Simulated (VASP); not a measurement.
Set up this calculation in VASP 6.6.1, as the native input.

* Task: electric field gradients
* Functional: LDA
* Potentials or basis: VASP PAW LDA potentials, release 64 (Ba_sv, F)
* Cutoff: 520 eV
* k mesh: 8 × 8 × 8
* Occupations: fermi-dirac, width 0.01 eV
* Spin: no spin polarisation
* Dipole correction: no
* Further INCAR settings: ALGO = Normal; EDIFF = 1e-08; NBANDS = 19

The structure of BaF2 lies in POSCAR:

```
BaF2
1.0
    0.0000000000      3.0581522964      3.0581522964
    3.0581522964      0.0000000000      3.0581522964
    3.0581522964      3.0581522964      0.0000000000
Ba F
1 2
Direct
    0.0000000000      0.0000000000      0.0000000000
    0.2500000000      0.2500000000      0.2500000000
    0.7500000000      0.7500000000      0.7500000000
```

This cell differs from its parent crystal: volume scaled by 0.96.

The input as run:

INCAR

```
SYSTEM = BaF2
PREC = Accurate ; ENCUT = 520
EDIFF = 1E-8 ; ISMEAR = -1
SIGMA = 0.01 ; LREAL = .False.
LASPH = .True. ; NELM = 120
ALGO = Normal ; ISIF = 2
LWAVE = .False. ; LCHARG = .False.
GGA = CA ; LEFG = .True.
NBANDS = 19 ; GGA_COMPAT = .False.
```

KPOINTS

```
regular mesh
0
Gamma
  8 8 8
  0 0 0
```

Potentials or basis: VASP PAW LDA potentials, release 64 (Ba_sv, F).

The run is started by

```console
$ cat potpaw_LDA.64/Ba_sv/POTCAR potpaw_LDA.64/F/POTCAR > POTCAR
$ mpirun -np 1 vasp_std > vasp.out
```

It gave:

```
Pressure               : -0.9 GPa
Band gap on the k mesh : 6.55 eV, indirect (least direct gap 6.66 eV)
```

Caveat: without QUAD_EFG the Cq values of the log hold for a quadrupole moment of 1 mb, not for the nuclei; spin-orbit coupling is left out, which moves the levels of the heavy elements.

Wall time 13 s on 1 thread of Intel(R) Xeon(R) Platinum 8488C (Sapphire Rapids), with other jobs on the host, peak memory 0.17 GiB.
